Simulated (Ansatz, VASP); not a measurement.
CsPbBr3: VASP beside Ansatz

```
Cs Pb Br
1.0
     6.06600    1.14762    1.14762
     1.14762    6.06600    1.14762
     1.14762    1.14762    6.06600
Cs Pb Br
1 1 3
Direct
  0.00000 0.00000 0.00000
  0.50000 0.50000 0.50000
  0.00000 0.50000 0.50000
  0.50000 0.00000 0.50000
  0.50000 0.50000 0.00000
```

Alike in both runs: task single point; functional PBEsol; k mesh 6 × 6 × 6; occupations gaussian, width 0.05 eV; no spin polarisation.

|  | VASP | Ansatz |
| --- | --- | --- |
| version | VASP 6.6.1 | Ansatz 0.2.0 |
| potentials or method | VASP PAW PBE potentials, release 64 (Cs_sv, Pb_d, Br), cutoff 520 eV | scalar-relativistic, plane waves, PAW |
| valence electrons in the cell | 44 | 44 |

|  | VASP | Ansatz | Ansatz less VASP |
| --- | --- | --- | --- |
| gap on the k mesh at the Fermi level (eV) | 0.84 | 0.85 | +0.008 |
| least direct gap on the mesh (eV) | 0.84 | 0.85 | +0.008 |
| pressure (GPa) | 0.2 | 0.2 | -0.03 |
| traceless stress, the component that is largest in VASP (GPa) | -3.04 | -3.02 | +0.024 |

VASP's potentials were made for PBE, not for PBEsol.

Spin-orbit coupling is off throughout.
